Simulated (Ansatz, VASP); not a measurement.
# ZnSe: VASP beside Ansatz

```
CELL_PARAMETERS angstrom
0.00000 2.85074 2.85074
2.85074 0.00000 2.85074
2.85074 2.85074 0.00000
ATOMIC_POSITIONS crystal
Zn 0.00000 0.00000 0.00000
Se 0.25000 0.25000 0.25000
```

Alike in both runs: task single point; functional HSE06; k mesh 4 × 4 × 4; occupations fermi-dirac, width 0.05 eV; no spin polarisation.

|  | VASP | Ansatz |
| --- | --- | --- |
| version | VASP 6.6.1 | Ansatz 0.2.0 development build |
| potentials or method | VASP PAW PBE potentials, release 64 (Zn, Se) | plane waves, PAW datasets (generated soft set 1) |
| plane-wave cutoff (eV) | 520 | 420 |
| valence electrons in the cell | 18 | 28 |

|  | VASP | Ansatz | Ansatz less VASP |
| --- | --- | --- | --- |
| gap on the k mesh at the Fermi level (eV) | 2.35 | 2.35 | +0.008 |

VASP's potentials hold 18 valence electrons a cell and Ansatz's 28, so a difference there can come from the potentials and not from the codes.

The k mesh is coarse, so the values compare programs but aren't converged.
